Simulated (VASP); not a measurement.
Cu: single point with BLYP

Cu:

```
CELL_PARAMETERS angstrom
2.45574 0.00000 0.00000
0.00000 2.45574 0.00000
0.00000 0.00000 2.45574
ATOMIC_POSITIONS crystal
Cu 0.00000 0.00000 0.00000
```

```yaml
Program: VASP 6.6.1
Task: single point
Functional: BLYP
Potentials_or_basis: VASP PAW PBE potentials, release 64 (Cu)
Cutoff: 520 eV
k_mesh: 21 × 21 × 21
Occupations: fermi-dirac, width 0.1 eV
Spin: no spin polarisation
```

* Pressure: 0.4 GPa

Levels at points of the mesh, in eV from the Fermi level:
| k point | band 2 | band 3 | band 4 | band 5 | band 6 | band 7 | band 8 | band 9 | band 10 | band 11 |
| --- | --- | --- | --- | --- | --- | --- | --- | --- | --- | --- |
| (0.00, 0.00, 0.00) | -3.64 | -3.64 | -1.39 | -1.39 | -1.39 | 16.81 | 16.81 | 16.81 | 20.39 | 20.39 |

It took 25 s on 1 thread of Intel Xeon 6975P-C (shared host), peak memory 0.16 GiB.

Caveat: the PAW data sets were made with another functional, which shifts forces and pressure a little.
